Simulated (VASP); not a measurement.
# SnTe in VASP: a series of runs

Runs on SnTe. Level: PBEsol. Tasks: electric field gradients.

Everything below comes from runs of VASP 6.6.1. Logs are shortened: lines on timing, memory, paths and dates and some standing lists are left out, and cuts for length are marked.

## Step 1: The cell of the first run

Symmetry: R-3m, No. 166, trigonal system. The conventional cell has a = 4.509 Å, b = 4.509 Å, c = 10.716 Å, α = 90.00°, β = 90.00°, γ = 120.00°. Within 4.2 Å of Sn (site symmetry -3m) lie 6 Te at 3.16 Å. Te (site symmetry -3m) has 6 Sn at 3.16 Å within 4.2 Å.

## Step 2: Electric field gradients, PBEsol (equal xy, yz and zx shear strains of -2 %)

Input file INCAR:

```
SYSTEM = SnTe
  PREC = Accurate
  ENCUT = 520
  EDIFF = 1E-8
  ISMEAR = -1
  SIGMA = 0.08
  LREAL = .FALSE.
  LASPH = .TRUE.
  NELM = 100
  ALGO = Normal
  ISIF = 2
  LWAVE = .FALSE.
  LCHARG = .FALSE.
  GGA = PS
  LEFG = .TRUE.
  NBANDS = 17
```

Input file KPOINTS:

```
regular mesh
0
G
  11 11 11
  0 0 0
```

Input file POSCAR:

```
SnTe
1.0
   -0.0631300000      3.1249350000      3.1249350000
    3.1249350000     -0.0631300000      3.1249350000
    3.1249350000      3.1249350000     -0.0631300000
Sn Te
1 1
Direct
    0.0000000000      0.0000000000      0.0000000000
    0.5000000000      0.5000000000      0.5000000000
```

Potentials or basis: VASP PAW PBE potentials, release 64 (Sn_d, Te).

Started as:

```sh
$ cat potpaw_PBE.64/Sn_d/POTCAR potpaw_PBE.64/Te/POTCAR > POTCAR
$ mpirun -np 1 vasp_std > vasp.out
```

OUTCAR:

```text
SYSTEM = SnTe
   PREC = Accurate
   ENCUT = 520
   EDIFF = 1E-8
   ISMEAR = -1
   LREAL = .FALSE.
   LASPH = .TRUE.
   NELM = 100
   ISIF = 2
   GGA = PS

 ion  position               nearest neighbor table
   1  0.000  0.000  0.000-   2 3.16   2 3.16   2 3.16   2 3.16   2 3.16   2 3.16
   2  0.500  0.500  0.500-   1 3.16   1 3.16   1 3.16   1 3.16   1 3.16   1 3.16

  LATTYP: Found a trigonal (rhomboedric) cell.
 ALAT       =     4.4197763411
 COS(alpha) =     0.4797000918

  Lattice vectors:

 A1 = (  -0.0631300000,   3.1249350000,   3.1249350000)
 A2 = (   3.1249350000,  -0.0631300000,   3.1249350000)
 A3 = (   3.1249350000,   3.1249350000,  -0.0631300000)

Analysis of symmetry for initial positions (statically):
=====================================================================
 Subroutine PRICEL returns:
 Original cell was already a primitive cell.

 Routine SETGRP: Setting up the symmetry group for a
 trigonal (rhombohedral) supercell.

 Subroutine GETGRP returns: Found 12 space group operations
 (whereof 12 operations were pure point group operations)
 out of a pool of 12 trial point group operations.

The static configuration has the point symmetry D_3d.

Analysis of symmetry for dynamics (positions and initial velocities):
=====================================================================
 Subroutine PRICEL returns:
 Original cell was already a primitive cell.

 Routine SETGRP: Setting up the symmetry group for a
 trigonal (rhombohedral) supercell.

 Subroutine GETGRP returns: Found 12 space group operations
 (whereof 12 operations were pure point group operations)
 out of a pool of 12 trial point group operations.

The dynamic configuration has the point symmetry D_3d.

 Subroutine INISYM returns: Found 12 space group operations
 (whereof 12 operations are pure point group operations),
 and found     1 'primitive' translations

----------------------------------------------------------------------------------------

                                     Primitive cell

  volume of cell :      62.8805

  direct lattice vectors                    reciprocal lattice vectors
    -0.063130000  3.124935000  3.124935000    -0.155234589  0.158435302  0.158435302
     3.124935000 -0.063130000  3.124935000     0.158435302 -0.155234589  0.158435302
     3.124935000  3.124935000 -0.063130000     0.158435302  0.158435302 -0.155234589

  length of vectors
     4.419776341  4.419776341  4.419776341     0.272582588  0.272582588  0.272582588

  position of ions in fractional coordinates (direct lattice)
     0.000000000  0.000000000  0.000000000
     0.500000000  0.500000000  0.500000000

  ion indices of the primitive-cell ions
   primitive index   ion index
                 1           1
                 2           2

----------------------------------------------------------------------------------------

 KPOINTS: regular mesh

Automatic generation of k-mesh.
 Grid dimensions read from file:
 generate k-points for:   11   11   11

 Generating k-lattice:

  Cartesian coordinates                     Fractional coordinates (reciprocal lattice)
    -0.014112235  0.014403209  0.014403209     0.090909091  0.000000000  0.000000000
     0.014403209 -0.014112235  0.014403209     0.000000000  0.090909091  0.000000000
     0.014403209  0.014403209 -0.014112235     0.000000000  0.000000000  0.090909091

  Length of vectors
     0.024780235  0.024780235  0.024780235

  Shift w.r.t. Gamma in fractional coordinates (k-lattice)
     0.000000000  0.000000000  0.000000000

 Subroutine IBZKPT returns following result:
 ===========================================

 Found    146 irreducible k-points:

 Following reciprocal coordinates:
            Coordinates               Weight
  0.000000  0.000000  0.000000      1.000000
  0.090909  0.000000  0.000000      6.000000
  0.181818 -0.000000  0.000000      6.000000
  0.272727  0.000000 -0.000000      6.000000
  0.363636  0.000000 -0.000000      6.000000
  0.454545  0.000000  0.000000      6.000000
[... 16 lines left out ...]
 -0.272727  0.181818  0.000000     12.000000
 -0.181818  0.181818  0.000000      6.000000
 [... further k-points ...]
   k-points           NKPTS =    146   k-points in BZ     NKDIM =    146   number of bands    NBANDS=     17
   number of dos      NEDOS =    301   number of ions     NIONS =      2
   total plane-waves  NPLWV =  46656
   dimension x,y,z NGX =    36 NGY =   36 NGZ =   36
   dimension x,y,z NGXF=    72 NGYF=   72 NGZF=   72
   ions per type =               1   1
   NGX,Y,Z   is equivalent  to a cutoff of  13.54, 13.54, 13.54 a.u.
   NGXF,Y,Z  is equivalent  to a cutoff of  27.08, 27.08, 27.08 a.u.
 SYSTEM =  SnTe
   PREC   = accura    normal or accurate (medium, high low for compatibility)
   ISTART =      0    job   : 0-new  1-cont  2-samecut
   ICHARG =      2    charge: 1-file 2-atom 10-const
   ISPIN  =      1    spin polarized calculation?
   LNONCOLLINEAR =      F non collinear calculations
   LSORBIT =      F    spin-orbit coupling
   LASPH  =      T    aspherical Exc in radial PAW
   ENCUT  =  520.0 eV  38.22 Ry    6.18 a.u.   8.22  8.22  8.22*2*pi/ulx,y,z
   NELM   =    100;   NELMIN=  2; NELMDL= -5     # of ELM steps
   EDIFF  = 0.1E-07   stopping-criterion for ELM
   LREAL  =      F    real-space projection
   EDIFFG = 0.1E-06   stopping-criterion for IOM
   NSW    =      0    number of steps for IOM
   IBRION =     -1    ionic relax: 0-MD 1-quasi-New 2-CG
   NFREE  =      0    steps in history (QN), initial steepest desc. (CG)
   ISIF   =      2    stress and relaxation
   ISYM   =      2    0-nonsym 1-usesym 2-fastsym
   POTIM  = 0.5000    time-step for ionic-motion
   TEBEG  =    0.0;   TEEND  =   0.0 temperature during run
   PSTRESS=    0.0 pullay stress
   NELECT =      20.0000    total number of electrons
   NUPDOWN=      -1.0000    fix difference up-down
   EMIN   =  10.00;   EMAX   =-10.00  energy-range for DOS
   EFERMI =   0.00;   METHOD = LEGACY
   ISMEAR =    -1;   SIGMA  =   0.08  broadening in eV -4-tet -1-fermi 0-gaus
   EFERMI_NEDOS =   21; number of points for ismear=-14 and -15
   IALGO  =     38    algorithm
   IMIX   =      4    mixing-type and parameters
     AMIX     =   0.40;   BMIX     =  1.00
     AMIX_MAG =   1.60;   BMIX_MAG =  1.00
  volume/ion in A,a.u.               =      31.44       212.17
  Fermi-wavevector in a.u.,A,eV,Ry     =   1.117496  2.111762 16.990928  1.248798
  Thomas-Fermi vector in A             =   2.254120
   LORBIT       =      0    0 simple, 1 ext, 2 COOP (PROOUT), +10 PAW based schemes
   GGA     = PS    functional components
   LHFCALC =     F    Hartree Fock is set to
   AEXX    =    0.0000 exact exchange contribution
   IVDW    =     0    specifies the selected vdW correction
   LEPSILON=     F    determine dielectric tensor
   LRPA    =     F    only Hartree local field effects (RPA)
 non-spin polarized calculation
  energy-cutoff  :      520.00
  volume of cell :       62.88
 maximum number of plane-waves:      1729
 NGX is ok and might be reduce to    36
   NGX = 17   NGY = 17   NGZ = 17

 number of electron      20.0000000 magnetization

 Free energy of the ion-electron system (eV)
  ---------------------------------------------------
  ext. energy  EPLUGINS =         0.00000000
  ---------------------------------------------------
  free energy    TOTEN  =        -8.33519852 eV

  energy without entropy =       -8.33293363  energy(sigma->0) =       -8.33406608

 E-fermi :   6.7089     XC(G=0):  -9.6307

 val. band max:        6.5940629969   @ k =   0.4545   0.0000   0.0000
 cond. band min:       6.8105744919   @ k =   0.4545   0.4545   0.4545
 fundamental gap:      0.2165114950
 Fermi energy:         6.7089313827

 k-point     1 :       0.0000    0.0000    0.0000
  band No.  band energies     occupation
      1     -15.0393      2.00000
      2     -15.0393      2.00000
      3     -15.0329      2.00000
      4     -15.0323      2.00000
      5     -15.0323      2.00000
      6      -6.0395      2.00000
[... 9 lines left out ...]
     16      11.7350      0.00000
     17      13.4546      0.00000

 k-point     2 :       0.0909    0.0000    0.0000
  band No.  band energies     occupation
      1     -15.0397      2.00000
      2     -15.0395      2.00000
      3     -15.0326      2.00000
      4     -15.0321      2.00000
      5     -15.0318      2.00000
      6      -5.9707      2.00000
[... 9 lines left out ...]
     16      11.8713      0.00000
     17      14.0383      0.00000

 k-point     3 :       0.1818   -0.0000    0.0000
  band No.  band energies     occupation
      1     -15.0410      2.00000
      2     -15.0402      2.00000
      3     -15.0320      2.00000
      4     -15.0310      2.00000
      5     -15.0304      2.00000
      6      -5.7704      2.00000
[... 9 lines left out ...]
     16      12.3503      0.00000
     17      15.3117      0.00000

 k-point     4 :       0.2727    0.0000   -0.0000
  band No.  band energies     occupation
      1     -15.0426      2.00000
      2     -15.0414      2.00000
      3     -15.0315      2.00000
      4     -15.0291      2.00000
      5     -15.0286      2.00000
      6      -5.4614      2.00000
[... 9 lines left out ...]
     16      13.1334      0.00000
     17      16.8247      0.00000

 k-point     5 :       0.3636    0.0000   -0.0000
  band No.  band energies     occupation
      1     -15.0442      2.00000
      2     -15.0426      2.00000
      3     -15.0311      2.00000
      4     -15.0272      2.00000
      5     -15.0268      2.00000
      6      -5.1016      2.00000
[... 9 lines left out ...]
     16      14.1713      0.00000
     17      16.9356      0.00000

 k-point     6 :       0.4545    0.0000    0.0000
  band No.  band energies     occupation
      1     -15.0451      2.00000
      2     -15.0433      2.00000
      3     -15.0309      2.00000
      4     -15.0260      2.00000
      5     -15.0258      2.00000
      6      -4.8251      2.00000
[... 9 lines left out ...]
     16      15.3013      0.00000
     17      15.7935      0.00000
[... 281 lines left out ...]
 k-point    21 :      -0.4545    0.1818    0.0000
  band No.  band energies     occupation
      1     -15.0475      2.00000
      2     -15.0415      2.00000
      3     -15.0305      2.00000
      4     -15.0263      2.00000
      5     -15.0251      2.00000
      6      -4.6506      2.00000
[... 9 lines left out ...]
     16      15.1896      0.00000
     17      16.6956      0.00000

 k-point    22 :      -0.3636    0.1818   -0.0000
  band No.  band energies     occupation
      1     -15.0461      2.00000
      2     -15.0424      2.00000
      3     -15.0296      2.00000
      4     -15.0270      2.00000
      5     -15.0261      2.00000
      6      -4.7481      2.00000
[... 9 lines left out ...]
     16      14.0216      0.00000
     17      16.8559      0.00000

 k-point    23 :      -0.2727    0.1818    0.0000
  band No.  band energies     occupation
      1     -15.0441      2.00000
      2     -15.0426      2.00000
      3     -15.0299      2.00000
      4     -15.0282      2.00000
      5     -15.0271      2.00000
      6      -5.0401      2.00000
[... 9 lines left out ...]
     16      15.1270      0.00000
     17      15.7456      0.00000

 k-point    24 :      -0.1818    0.1818    0.0000
  band No.  band energies     occupation
      1     -15.0424      2.00000
      2     -15.0421      2.00000
      3     -15.0309      2.00000
      4     -15.0297      2.00000
      5     -15.0278      2.00000
      6      -5.3647      2.00000
[... 9 lines left out ...]
     16      14.4392      0.00000
     17      14.6677      0.00000

 [... further k-points ...]
[... 5 lines left out ...]
  --------------------------------------------------------------------------------------
  -------------------------------------------------------------------------------------
  Total       -0.2087356     -0.2087356     -0.2087356      0.1232396      0.1232396      0.1232396
  in kB       -5.3185216     -5.3185216     -5.3185216      3.1401089      3.1401089      3.1401089
  external PRESSURE =      -5.3185216 kB  Pullay stress =       0.0000000 kB

 VOLUME and BASIS-vectors are now :
 -----------------------------------------------------------------------------
  energy-cutoff  :      520.00
  volume of cell :       62.88
      direct lattice vectors                 reciprocal lattice vectors
    -0.063130000  3.124935000  3.124935000    -0.155234589  0.158435302  0.158435302
     3.124935000 -0.063130000  3.124935000     0.158435302 -0.155234589  0.158435302
     3.124935000  3.124935000 -0.063130000     0.158435302  0.158435302 -0.155234589

 POSITION                                       TOTAL-FORCE (eV/Angst)
 -----------------------------------------------------------------------------------
      0.00000      0.00000      0.00000         0.000000      0.000000      0.000000
      3.09337      3.09337      3.09337        -0.000000     -0.000000     -0.000000
 -----------------------------------------------------------------------------------
    total drift:                               -0.000000      0.000000      0.000000

  FREE ENERGIE OF THE ION-ELECTRON SYSTEM (eV)
  ---------------------------------------------------
  free  energy   TOTEN  =        -8.3351985246 eV

  energy  without entropy=       -8.3329336285  energy(sigma->0) =       -8.33406608

 Electric field gradients (V/A^2)
---------------------------------------------------------------------
 ion       V_xx      V_yy      V_zz      V_xy      V_xz      V_yz
---------------------------------------------------------------------
   1      -0.000    -0.000     0.000    -0.844    -0.844    -0.844
   2      -0.000     0.000     0.000   -11.520   -11.520   -11.520
---------------------------------------------------------------------

 Electric field gradients after diagonalization (V/A^2)
 (convention: |V_zz| > |V_xx| > |V_yy|)
----------------------------------------------------------------------
 ion       V_xx      V_yy      V_zz     asymmetry (V_yy - V_xx)/ V_zz
----------------------------------------------------------------------
   1       0.844     0.844    -1.688       0.000
   2      11.520    11.520   -23.040       0.000
----------------------------------------------------------------------

           NMR quadrupolar parameters

 Cq : quadrupolar parameter    Cq=e*Q*V_zz/h
 eta: asymmetry parameters     (V_yy - V_xx)/ V_zz
 Q  : nuclear electric quadrupole moment in mb (millibarn)
----------------------------------------------------------------------
 ion       Cq(MHz)       eta       Q (mb)
----------------------------------------------------------------------
   1      -0.004       0.000       1.000
   2      -0.056       0.000       1.000
----------------------------------------------------------------------
```

It took 2.5 min on 1 thread of AMD EPYC 9R14 (Zen 4), shared host; peak memory 0.29 GiB.

Results:

* Free energy: -8.3352 eV
* Pressure: -0.5 GPa
* Band gap on the k mesh: 0.22 eV (least direct gap 0.41 eV)
* Largest electric field gradient by atom: Sn -1.7; Te -23.0 V/Å²

Electric field gradients, principal values (V/Å²):
| atom | least | middle | greatest (by size) |
| --- | --- | --- | --- |
| 1 Sn | 0.844 | 0.844 | -1.688 |
| 2 Te | 11.520 | 11.520 | -23.040 |

Caveat: the cell differs from its parent crystal (equal xy, yz and zx shear strains of -2 %); without QUAD_EFG the Cq values of the log hold for a quadrupole moment of 1 mb, not for the nuclei; the PAW data sets were made with another functional, which shifts forces and pressure a little; spin-orbit coupling is left out, which moves the levels of the heavy elements; an odd mesh through Γ misses points on the zone boundary, where band edges can lie.

## Step 3: Electric field gradients, PBEsol (equal xy, yz and zx shear strains of -1 %)

Input file INCAR:

```
  ALGO = Normal
  EDIFF = 1E-8
  ENCUT = 520
  GGA = PS
  ISIF = 2
  ISMEAR = -1
  LASPH = True
  LCHARG = False
  LEFG = True
  LREAL = False
  LWAVE = False
  NBANDS = 17
  NELM = 100
  PREC = Accurate
  SIGMA = 0.08
```

Input file KPOINTS:

```
k-points
0
Gamma
  11 11 11
```

Input file POSCAR:

```
SnTe
1.0
   -0.0315650000      3.1407175000      3.1407175000
    3.1407175000     -0.0315650000      3.1407175000
    3.1407175000      3.1407175000     -0.0315650000
Sn Te
1 1
Direct
    0.0000000000      0.0000000000      0.0000000000
    0.5000000000      0.5000000000      0.5000000000
```

Potentials or basis: VASP PAW PBE potentials, release 64 (Sn_d, Te).

Started as:

```sh
$ cat potpaw_PBE.64/Sn_d/POTCAR potpaw_PBE.64/Te/POTCAR > POTCAR
$ mpirun -np 1 vasp_std > vasp.out
```

OUTCAR:

```text
EDIFF = 1E-8
   ENCUT = 520
   GGA = PS
   ISIF = 2
   ISMEAR = -1
   LASPH = True
   LREAL = False
   NELM = 100
   PREC = Accurate

 ion  position               nearest neighbor table
   1  0.000  0.000  0.000-   2 3.16   2 3.16   2 3.16   2 3.16   2 3.16   2 3.16
   2  0.500  0.500  0.500-   1 3.16   1 3.16   1 3.16   1 3.16   1 3.16   1 3.16

  LATTYP: Found a trigonal (rhomboedric) cell.
 ALAT       =     4.4417574426
 COS(alpha) =     0.4899250057

  Lattice vectors:

 A1 = (  -0.0315650000,   3.1407175000,   3.1407175000)
 A2 = (   3.1407175000,  -0.0315650000,   3.1407175000)
 A3 = (   3.1407175000,   3.1407175000,  -0.0315650000)
[... 692 lines left out ...]
  free  energy   TOTEN  =        -8.3379631427 eV

  energy  without entropy=       -8.3360887268  energy(sigma->0) =       -8.33702593

 Electric field gradients (V/A^2)
---------------------------------------------------------------------
 ion       V_xx      V_yy      V_zz      V_xy      V_xz      V_yz
---------------------------------------------------------------------
   1      -0.000    -0.000    -0.000    -0.427    -0.427    -0.427
   2       0.000     0.000    -0.000    -5.692    -5.692    -5.692
---------------------------------------------------------------------

 Electric field gradients after diagonalization (V/A^2)
 (convention: |V_zz| > |V_xx| > |V_yy|)
----------------------------------------------------------------------
 ion       V_xx      V_yy      V_zz     asymmetry (V_yy - V_xx)/ V_zz
----------------------------------------------------------------------
   1       0.427     0.427    -0.854       0.000
   2       5.692     5.692   -11.385       0.000
----------------------------------------------------------------------

           NMR quadrupolar parameters

 Cq : quadrupolar parameter    Cq=e*Q*V_zz/h
 eta: asymmetry parameters     (V_yy - V_xx)/ V_zz
 Q  : nuclear electric quadrupole moment in mb (millibarn)
----------------------------------------------------------------------
 ion       Cq(MHz)       eta       Q (mb)
----------------------------------------------------------------------
   1      -0.002       0.000       1.000
   2      -0.028       0.000       1.000
----------------------------------------------------------------------
```

It took 2.5 min on 1 thread of AMD EPYC 9R14 (Zen 4), shared host; peak memory 0.29 GiB.

Results:

```
Free energy                             : -8.3380 eV
Pressure                                : -0.5 GPa
Band gap on the k mesh                  : 0.32 eV (least direct gap 0.42 eV)
Largest electric field gradient by atom : Sn -0.9; Te -11.4 V/Å²
```

Stress tensor (GPa, compression positive):
```
-0.53  0.16  0.16
 0.16 -0.53  0.16
 0.16  0.16 -0.53
```

Electric field gradients, principal values (V/Å²):
| atom | least | middle | greatest (by size) |
| --- | --- | --- | --- |
| 1 Sn | 0.427 | 0.427 | -0.854 |
| 2 Te | 5.692 | 5.692 | -11.385 |

Caveat: the cell differs from its parent crystal (equal xy, yz and zx shear strains of -1 %); without QUAD_EFG the Cq values of the log hold for a quadrupole moment of 1 mb, not for the nuclei; the PAW data sets were made with another functional, which shifts forces and pressure a little; spin-orbit coupling is left out, which moves the levels of the heavy elements; an odd mesh through Γ misses points on the zone boundary, where band edges can lie.

(Continued in part 2 of 2.)
